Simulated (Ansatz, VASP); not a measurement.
# ZrSi2: VASP beside Ansatz

The input POSCAR:

```
ZrSi2
1.0
    3.7316759159      0.0000000000      0.0000000000
   -1.8658379580      3.2317261419      0.0000000000
    0.0000000000      0.0000000000      4.0292181817
Zr Si
1 2
Direct
    0.0000000000      0.0000000000      0.0000000000
    0.3333333333      0.6666666667      0.5000000000
    0.6666666667      0.3333333333      0.5000000000
```

The input INCAR.step1:

```
PREC = Accurate ; ENCUT = 600
ISMEAR = 0 ; SIGMA = 0.1
LREAL = F ; LASPH = T
NELM = 100 ; GGA = PE
ALGO = Normal ; EDIFF = 1E-4
LWAVE = T ; LCHARG = F
```

INCAR.step2

```
PREC = Accurate ; ENCUT = 600
EDIFF = 1E-6 ; ISMEAR = 0
SIGMA = 0.1 ; LREAL = F
LASPH = T ; NELM = 100
ALGO = Normal ; ISIF = 3
LWAVE = F ; LCHARG = F
METAGGA = R2SCAN ; LMIXTAU = T
IBRION = 2 ; NSW = 90
EDIFFG = -0.04 ; ISTART = 1
```

The input KPOINTS:

```
regular mesh
0
Gamma
  6 6 4
```

Input for Ansatz:

```yaml
crystal:
  lattice:
    - [3.7316759159, 0.0, 0.0]
    - [-1.865837958, 3.2317261419, 0.0]
    - [0.0, 0.0, 4.0292181817]
  atoms:
    - { symbol: Zr, position: [0.0, 0.0, 0.0] }
    - { symbol: Si, position: [0.3333333333, 0.6666666667, 0.5] }
    - { symbol: Si, position: [0.6666666667, 0.3333333333, 0.5] }
basis:
  ecutwfc: 500
kpoints:
  mp_grid: { grid: [6, 6, 4] }
hamiltonian:
  xc: r2scan
scf:
  occupations: { method: gaussian, width: 0.1 }
  lower_state_search: "off"
output:
  forces: true
  stress: true
  eigenvalues: true
relax:
  adjacent_minimum: "off"
  f_tol: 0.04
  max_steps: 70
  cell: { stress_tol: 0.4 }
```

Alike in both runs: task relaxation of cell and atoms; functional r2SCAN; k mesh 6 × 6 × 4; occupations gaussian, width 0.1 eV; no spin polarisation.

```csv
,VASP,Ansatz
version,VASP 6.6.1,Ansatz 0.2.0
potentials or method,"VASP PAW PBE potentials, release 64 (Zr_sv, Si), cutoff 600 eV","scalar-relativistic, plane waves, PAW"
valence electrons in the cell,20,20
```

```tsv
	VASP	Ansatz	Ansatz less VASP
gap on the k mesh at the Fermi level, each at its own relaxed structure (eV)	none	none	-
relaxed volume (Å³/atom)	16.57	16.58	+0.013
relaxed cell length with the largest relative difference (Å)	3.603	3.596	-0.0063
```

VASP's potentials were made for PBE, not for r2SCAN. A gap of «none» marks a metal or a gap that the smearing closes.

The k mesh is coarse, so the values compare programs but aren't converged.
